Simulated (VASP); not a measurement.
Wanted: the native input for a VASP 6.6.1 run.

- Task: single point
- Functional: PBEsol
- Potentials or basis: VASP PAW PBE potentials, release 64 (Au)
- Cutoff: 520 eV
- k mesh: 28 × 28 × 28
- Occupations: gaussian, width 0.15 eV
- Spin: no spin polarisation
- Dipole correction: no
- Further INCAR settings: ALGO = Fast; EDIFF = 1e-07; NBANDS = 12

The structure of Au lies in POSCAR:

```
Au
1.0
    0.0000000000      1.8192483067      2.5724171057
    1.8192483067      0.0000000000      2.5724171057
    1.8192483067      1.8192483067      0.0000000000
Au
1
Direct
    0.0000000000      0.0000000000      0.0000000000
```

This cell differs from its parent crystal: ratio of the length along z to the lengths across it x 1.414, volume and fractional coordinates fixed.

The input as run:

INCAR

```
SYSTEM = Au
PREC = Accurate
ENCUT = 520
EDIFF = 1E-7
ISMEAR = 0
SIGMA = 0.15
LREAL = .FALSE.
LASPH = .TRUE.
NELM = 60
ALGO = Fast
ISIF = 2
LWAVE = .FALSE.
LCHARG = .FALSE.
GGA = PS
NBANDS = 12
```

KPOINTS

```
regular mesh
0
G
  28 28 28
  0 0 0
```

Potentials or basis: VASP PAW PBE potentials, release 64 (Au).

Launch:

```console
$ cat potpaw_PBE.64/Au/POTCAR > POTCAR
$ mpirun -np 1 vasp_std > vasp.out
```

It gave:

```json
{"Pressure": "14.2 GPa", "Band gap on the k mesh": "zero (an odd number of electrons rules out a gap without spin polarisation)"}
```

Caveat: the cell stands under pressure; the PAW data sets were made with another functional, which shifts forces and pressure a little; spin-orbit coupling is left out, which moves the levels of the heavy elements.

Run time: 120 s on 1 thread of Intel(R) Xeon(R) 6975P-C (Granite Rapids), on a shared host, peak memory 0.42 GiB.
